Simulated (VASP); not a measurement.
# YZr (P-6m2) in VASP: further runs, part 2 of 2

VASP 6.6.1. Earlier steps stand in the parts before.

## (3) Single point, LDA

INCAR reads:

```
PREC = Accurate ; ENCUT = 500
EDIFF = 1E-6 ; ISMEAR = 1
SIGMA = 0.15 ; LREAL = False
LASPH = True ; NELM = 120
ALGO = Normal ; ISIF = 2
LWAVE = False ; LCHARG = False
NBANDS = 18 ; GGA_COMPAT = False
```

KPOINTS reads:

```
regular mesh
0
Gamma
  4 4 2
```

POSCAR reads:

```
YZr
1.0
    3.4235830000      0.0000000000      0.0000000000
   -1.7117915000      2.9649098500      0.0000000000
    0.0000000000      0.0000000000      5.4025870000
Y Zr
1 1
Direct
    0.6666666667      0.3333333333      0.5000000000
    0.3333333333      0.6666666667      0.0000000000
```

Potentials or basis: VASP PAW LDA potentials, release 64 (Y_sv, Zr_sv).

Started as:

```
$ cat potpaw_LDA.64/Y_sv/POTCAR potpaw_LDA.64/Zr_sv/POTCAR > POTCAR
$ mpirun -np 1 vasp_std > vasp.out
```

It took 4.9 s on 1 thread of Intel Xeon 6975P-C (Granite Rapids), shared host; peak memory 0.16 GiB.

The run converged. Its results:

| Property | Result |
| --- | --- |
| Free energy | -15.8112 eV |
| Pressure | -5.4 GPa |
| Band gap on the k mesh | zero (an odd number of electrons rules out a gap without spin polarisation) |

Stress tensor (GPa, compression positive):
```
-6.22  0.00  0.00
 0.00 -6.22  0.00
 0.00  0.00 -3.75
```

Levels at points of the mesh, in eV from the Fermi level:
| k point | band 9 | band 10 | band 11 | band 12 | band 13 | band 14 |
| --- | --- | --- | --- | --- | --- | --- |
| (0.00, 0.00, 0.00) | -5.04 | -2.33 | 1.15 | 1.15 | 1.27 | 1.61 |
| (0.50, 0.00, 0.00) | -1.97 | -1.74 | -1.37 | 0.00 | 0.97 | 1.23 |
| (0.00, 0.00, 0.50) | -3.50 | -3.38 | 0.24 | 0.99 | 0.99 | 1.00 |
| (0.50, 0.00, 0.50) | -2.19 | -2.09 | -0.51 | -0.21 | 1.41 | 1.94 |

Caveat: the k points lie up to 0.58 Å⁻¹ apart, too coarse for converged energies and pressures of a metal.

## (4) Single point, LDA

INCAR reads:

```
PREC     = Accurate       # precision mode
ENCUT    = 500            # plane-wave cutoff, eV
EDIFF    = 1E-6           # SCF threshold, eV
ISMEAR   = 1              # smearing method
SIGMA    = 0.15           # smearing width, eV
LREAL    = False          # projectors in reciprocal space
LASPH    = True           # aspherical terms in the spheres
NELM     = 120            # most SCF steps
ALGO     = Normal         # electronic algorithm
ISIF     = 2              # what is computed and relaxed
LWAVE    = False          # write WAVECAR
LCHARG   = False          # write CHGCAR
GGA      = CA             # functional
NBANDS   = 18             # bands
GGA_COMPAT= False
```

KPOINTS reads:

```
Automatic mesh
0
Gamma
  5 5 3
```

POSCAR is that of step 3.

Started as:

```
$ cat potpaw_LDA.64/Y_sv/POTCAR potpaw_LDA.64/Zr_sv/POTCAR > POTCAR
$ mpirun -np 1 vasp_std > vasp.out
```

Wall time 5.4 s (1 thread of Intel Xeon 6975P-C (Granite Rapids), shared host); peak memory 0.16 GiB.

The run converged. Its results:

```
Free energy            : -15.9550 eV
Pressure               : -5.5 GPa
Band gap on the k mesh : zero (an odd number of electrons rules out a gap without spin polarisation)
```

Stress tensor (GPa, compression positive):
```
-5.05  0.00  0.00
 0.00 -5.05  0.00
 0.00  0.00 -6.45
```

Levels at points of the mesh, in eV from the Fermi level:
```csv
k point,band 7,band 8,band 9,band 10,band 11,band 12,band 13,band 14,band 15,band 16
"(0.00, 0.00, 0.00)",-21.70,-21.70,-4.94,-2.22,1.18,1.18,1.37,1.72,2.35,2.35
```

Caveat: the k points lie up to 0.42 Å⁻¹ apart, too coarse for converged energies and pressures of a metal.

## (5) Single point, LDA

INCAR reads:

```
  ALGO = Normal
  EDIFF = 1E-6
  ENCUT = 500
  GGA = CA
  GGA_COMPAT = F
  ISIF = 2
  ISMEAR = 1
  LASPH = T
  LCHARG = F
  LREAL = F
  LWAVE = F
  NBANDS = 18
  NELM = 120
  PREC = Accurate
  SIGMA = 0.15
```

KPOINTS reads:

```
k-points
0
Gamma
  6 6 4
```

POSCAR is that of step 4.

Potentials or basis: VASP PAW LDA potentials, release 64 (Y_sv, Zr_sv).

Started as:

```
$ cat potpaw_LDA.64/Y_sv/POTCAR potpaw_LDA.64/Zr_sv/POTCAR > POTCAR
$ mpirun -np 1 vasp_std > vasp.out
```

OUTCAR:

```text
EDIFF = 1E-6
   ENCUT = 500
   GGA = CA
   ISIF = 2
   ISMEAR = 1
   LASPH = T
   LREAL = F
   NELM = 120
   PREC = Accurate

 ion  position               nearest neighbor table
   1  0.667  0.333  0.500-   2 3.35   2 3.35   2 3.35   2 3.35   2 3.35   2 3.35
   2  0.333  0.667  0.000-   1 3.35   1 3.35   1 3.35   1 3.35   1 3.35   1 3.35

  LATTYP: Found a hexagonal cell.
 ALAT       =     3.4235830000
 C/A-ratio  =     1.5780505394

  Lattice vectors:

[... 621 lines left out ...]
     18      10.4353      0.00000

------------------------ aborting loop because EDIFF is reached ----------------------------------------

  FORCE on cell =-STRESS in cart. coord.  units (eV):
  Direction    XX          YY          ZZ          XY          YZ          ZX
  --------------------------------------------------------------------------------------
  -------------------------------------------------------------------------------------
  Total       -1.9378345     -1.9378345     -1.8399192      0.0000000      0.0000000     -0.0000000
  in kB      -56.6152132    -56.6152132    -53.7545483      0.0000000      0.0000000     -0.0000000
  external PRESSURE =     -55.6616582 kB  Pullay stress =       0.0000000 kB

 VOLUME and BASIS-vectors are now :
 -----------------------------------------------------------------------------
  energy-cutoff  :      500.00
  volume of cell :       54.84
      direct lattice vectors                 reciprocal lattice vectors
     3.423583000  0.000000000  0.000000000     0.292091648  0.168639192  0.000000000
    -1.711791500  2.964909850  0.000000000     0.000000000  0.337278383  0.000000000
     0.000000000  0.000000000  5.402587000     0.000000000  0.000000000  0.185096510

 POSITION                                       TOTAL-FORCE (eV/Angst)
 -----------------------------------------------------------------------------------
      1.71179      0.98830      2.70129        -0.000000      0.000000      0.000000
     -0.00000      1.97661      0.00000         0.000000     -0.000000      0.000000
 -----------------------------------------------------------------------------------
    total drift:                                0.000000     -0.000000     -0.000000

  FREE ENERGIE OF THE ION-ELECTRON SYSTEM (eV)
  ---------------------------------------------------
  free  energy   TOTEN  =       -15.9479485554 eV

  energy  without entropy=      -15.9463790769  energy(sigma->0) =      -15.94742540
```

OSZICAR:

```text
N       E                     dE             d eps       ncg     rms          rms(c)
DAV:   1     0.147925899421E+03    0.14793E+03   -0.11828E+04   756   0.119E+03
DAV:   2    -0.570064626452E+01   -0.15363E+03   -0.15111E+03   908   0.322E+02
DAV:   3    -0.163828373603E+02   -0.10682E+02   -0.10623E+02  1354   0.561E+01
DAV:   4    -0.166034736916E+02   -0.22064E+00   -0.22047E+00   922   0.887E+00
DAV:   5    -0.166103152837E+02   -0.68416E-02   -0.68396E-02  1070   0.981E-01    0.300E+01
DAV:   6    -0.160708601968E+02    0.53946E+00   -0.13401E+00   908   0.636E+00    0.155E+01
DAV:   7    -0.160430053673E+02    0.27855E-01   -0.17546E+00   960   0.465E+00    0.763E+00
DAV:   8    -0.159545359239E+02    0.88469E-01   -0.75923E-01  1052   0.258E+00    0.151E+00
DAV:   9    -0.159487887832E+02    0.57471E-02   -0.62375E-02   900   0.165E+00    0.214E-01
DAV:  10    -0.159480005723E+02    0.78821E-03   -0.10005E-02  1112   0.400E-01    0.113E-01
DAV:  11    -0.159479487202E+02    0.51852E-04   -0.40601E-04   952   0.940E-02    0.336E-02
DAV:  12    -0.159479489092E+02   -0.18896E-06   -0.29670E-05  1022   0.312E-02    0.119E-02
DAV:  13    -0.159479485554E+02    0.35375E-06   -0.27530E-06   596   0.584E-03
   1 F= -.15947949E+02 E0= -.15947425E+02  d E =-.156948E-02
```

stdout:

```text
POSCAR found type information on POSCAR Y Zr
 POSCAR found :  2 types and       2 ions
 scaLAPACK will be used
 LDA part: xc-table for (Slater(with rela. corr.)+CA(PZ))
 , standard interpolation
 POSCAR, INCAR and KPOINTS ok, starting setup
 FFT: planning ... GRIDC
 FFT: planning ... GRID_SOFT
 FFT: planning ... GRID
 WAVECAR not read
 entering main loop
```

Wall time 9.1 s (1 thread of Intel Xeon 6975P-C (Granite Rapids), shared host); peak memory 0.17 GiB.

What came out:

```yaml
Free_energy: -15.9479 eV
Pressure: -5.6 GPa
Band_gap_on_the_k_mesh: zero (an odd number of electrons rules out a gap without spin polarisation)
```

Stress tensor (GPa, compression positive):
```
-5.66  0.00  0.00
 0.00 -5.66  0.00
 0.00  0.00 -5.38
```

Levels at points of the mesh, in eV from the Fermi level:
```tsv
k point	band 10	band 11	band 12	band 13	band 14	band 15
(0.00, 0.00, 0.00)	-2.27	1.17	1.17	1.33	1.67	2.32
(0.50, 0.00, 0.00)	-1.68	-1.31	0.06	1.03	1.29	1.94
(0.00, 0.00, 0.50)	-3.31	0.31	1.01	1.01	1.06	1.51
(0.50, 0.00, 0.50)	-2.03	-0.47	-0.14	1.46	2.01	2.02
```

Caveat: the cell stands under tension.

## (6) Single point, LDA

INCAR reads:

```
SYSTEM = YZr
PREC = Accurate
ENCUT = 500
EDIFF = 1E-6
ISMEAR = 1
SIGMA = 0.15
LREAL = .FALSE.
LASPH = .TRUE.
NELM = 120
ALGO = Normal
ISIF = 2
LWAVE = .FALSE.
LCHARG = .FALSE.
NBANDS = 18
GGA_COMPAT = .FALSE.
```

KPOINTS reads:

```
regular mesh
0
G
  8 8 4
  0 0 0
```

POSCAR is that of step 5.

Potentials or basis: VASP PAW LDA potentials, release 64 (Y_sv, Zr_sv).

Started as:

```
$ cat potpaw_LDA.64/Y_sv/POTCAR potpaw_LDA.64/Zr_sv/POTCAR > POTCAR
$ mpirun -np 1 vasp_std > vasp.out
```

It took 13 s on 1 thread of Intel Xeon 6975P-C (Granite Rapids), shared host; peak memory 0.18 GiB.

Results (log left out):

```yaml
Free_energy: -15.9342 eV
Pressure: -5.3 GPa
Band_gap_on_the_k_mesh: zero (an odd number of electrons rules out a gap without spin polarisation)
```

Stress tensor (GPa, compression positive):
```
-5.29  0.00  0.00
 0.00 -5.29  0.00
 0.00  0.00 -5.41
```

Levels at points of the mesh, in eV from the Fermi level:
```csv
k point,band 7,band 8,band 9,band 10,band 11,band 12,band 13,band 14,band 15,band 16
"(0.00, 0.00, 0.00)",-21.79,-21.79,-5.00,-2.29,1.13,1.13,1.31,1.65,2.29,2.29
"(0.50, 0.00, 0.00)",-22.03,-21.94,-1.95,-1.70,-1.33,0.04,1.00,1.27,1.92,4.28
"(0.00, 0.00, 0.50)",-21.79,-21.79,-3.49,-3.32,0.28,0.97,0.97,1.05,1.49,1.49
"(0.50, 0.00, 0.50)",-22.02,-21.95,-2.16,-2.05,-0.50,-0.15,1.43,1.99,1.99,3.20
```

Caveat: the cell stands under tension.

## (7) Single point, LDA

INCAR reads:

```
SYSTEM = YZr
  ALGO = Normal
  EDIFF = 1E-6
  ENCUT = 500
  GGA_COMPAT = .FALSE.
  ISIF = 2
  ISMEAR = 1
  LASPH = .TRUE.
  LCHARG = .TRUE.
  LELF = .TRUE.
  LREAL = .FALSE.
  LVHAR = .TRUE.
  LWAVE = .FALSE.
  NBANDS = 18
  NELM = 120
  PREC = Accurate
  SIGMA = 0.15
```

KPOINTS reads:

```
k-points
0
G
  9 9 5
  0 0 0
```

POSCAR is that of step 6.

Started as:

```
$ cat potpaw_LDA.64/Y_sv/POTCAR potpaw_LDA.64/Zr_sv/POTCAR > POTCAR
$ mpirun -np 1 vasp_std > vasp.out
```

Run time: 14 s. Hardware: 1 thread of Intel Xeon 6975P-C (Granite Rapids), shared host; peak memory 0.19 GiB.

Results (log left out):

- Free energy: -15.9387 eV
- Pressure: -5.3 GPa
- Band gap on the k mesh: zero (an odd number of electrons rules out a gap without spin polarisation)

Stress tensor (GPa, compression positive):
```
-5.24  0.00  0.00
 0.00 -5.24  0.00
 0.00  0.00 -5.56
```

Levels at points of the mesh, in eV from the Fermi level:
| k point | band 10 | band 11 | band 12 | band 13 | band 14 | band 15 |
| --- | --- | --- | --- | --- | --- | --- |
| (0.00, 0.00, 0.00) | -2.30 | 1.11 | 1.11 | 1.30 | 1.64 | 2.28 |

Caveat: the cell stands under tension.

## (8) Overview

```csv
k mesh,gap on the mesh (eV),pressure (GPa)
3 × 3 × 2,none,-6.6
4 × 4 × 2,none,-5.4
5 × 5 × 3,none,-5.5
6 × 6 × 4,none,-5.6
8 × 8 × 4,none,-5.3
9 × 9 × 5,none,-5.3
```

Alike in all rows: task single point; level LDA; potentials or basis VASP PAW LDA potentials, release 64 (Y_sv, Zr_sv); no spin polarisation; cell as given; cutoff (eV) 500; smearing methfessel-paxton 0.15 eV.

Caveats: some runs use coarse meshes; the cell stands under tension (at least some runs).

Absolute energies hang on the potentials; compare differences alone.
